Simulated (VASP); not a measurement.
Set up this calculation in VASP 6.6.1, as the native input.

| Quantity | Value |
| --- | --- |
| Task | single point |
| Functional | HSE06 |
| Potentials or basis | VASP PAW PBE potentials, release 64 (Li_sv, F) |
| Cutoff | 520 eV |
| k mesh | 8 × 8 × 8 |
| Occupations | gaussian, width 0.01 eV |
| Spin | no spin polarisation |
| Dipole correction | no |
| Grid for exact exchange (PRECFOCK) | Normal |
| Further INCAR settings | ALGO = Normal; EDIFF = 1e-06; NBANDS = 12 |
| Screening parameter | 0.2079 1/Å |

Crystal: LiF.

```
CELL_PARAMETERS angstrom
0.05775 1.99058 1.99058
1.99058 0.05775 1.99058
1.99058 1.99058 0.05775
ATOMIC_POSITIONS crystal
Li 0.00000 0.00000 0.00000
F 0.50000 0.50000 0.50000
```

This cell differs from its parent crystal: epitaxial 111 strain -3.1%.

These files were run (other wordings do the same):

POSCAR

```
LiF
1.0
    0.0577522106      1.9905834401      1.9905834401
    1.9905834401      0.0577522106      1.9905834401
    1.9905834401      1.9905834401      0.0577522106
Li F
1 1
Direct
    0.0000000000      0.0000000000      0.0000000000
    0.5000000000      0.5000000000      0.5000000000
```

INCAR.step1

```
SYSTEM = LiF
PREC     = Accurate       ! precision mode
ENCUT    = 520            ! plane-wave cutoff, eV
EDIFF    = 1E-5           ! SCF threshold, eV
ISMEAR   = 0              ! smearing method
SIGMA    = 0.01           ! smearing width, eV
LREAL    = .False.        ! projectors in reciprocal space
LASPH    = .True.         ! aspherical terms in the spheres
NELM     = 100            ! most SCF steps
ALGO     = Normal         ! electronic algorithm
ISIF     = 2              ! what is computed and relaxed
LWAVE    = .True.         ! write WAVECAR
LCHARG   = .False.        ! write CHGCAR
NBANDS   = 12             ! bands
GGA      = PE             ! functional
```

INCAR.step2

```
SYSTEM = LiF
PREC     = Accurate       ! precision mode
ENCUT    = 520            ! plane-wave cutoff, eV
EDIFF    = 1E-6           ! SCF threshold, eV
ISMEAR   = 0              ! smearing method
SIGMA    = 0.01           ! smearing width, eV
LREAL    = .False.        ! projectors in reciprocal space
LASPH    = .True.         ! aspherical terms in the spheres
NELM     = 100            ! most SCF steps
ALGO     = Normal         ! electronic algorithm
ISIF     = 2              ! what is computed and relaxed
LWAVE    = .False.        ! write WAVECAR
LCHARG   = .False.        ! write CHGCAR
GGA      = PE             ! functional
LHFCALC  = .True.         ! exact exchange
HFSCREEN = 0.2079         ! screening, 1/A
PRECFOCK = Normal       
NBANDS   = 12             ! bands
ISTART   = 1
```

KPOINTS

```
regular mesh
0
Gamma
  8 8 8
  0 0 0
```

Potentials or basis: VASP PAW PBE potentials, release 64 (Li_sv, F).

Command:

```sh
$ cat potpaw_PBE.64/Li_sv/POTCAR potpaw_PBE.64/F/POTCAR > POTCAR
$ cp INCAR.step1 INCAR
$ mpirun -np 1 vasp_std > vasp.out
$ cp INCAR.step2 INCAR
$ mpirun -np 1 vasp_std > vasp.out
```

Results of the run:

* Band gap on the k mesh: 12.08 eV, direct

Caveat: the cell differs from its parent crystal (epitaxial 111 strain -3.1%).

Run time: 27 min on 1 thread of Intel(R) Xeon(R) Platinum 8259CL CPU @ 2.50GHz (Skylake/Cascade Lake) (shared host), peak memory 0.25 GiB.
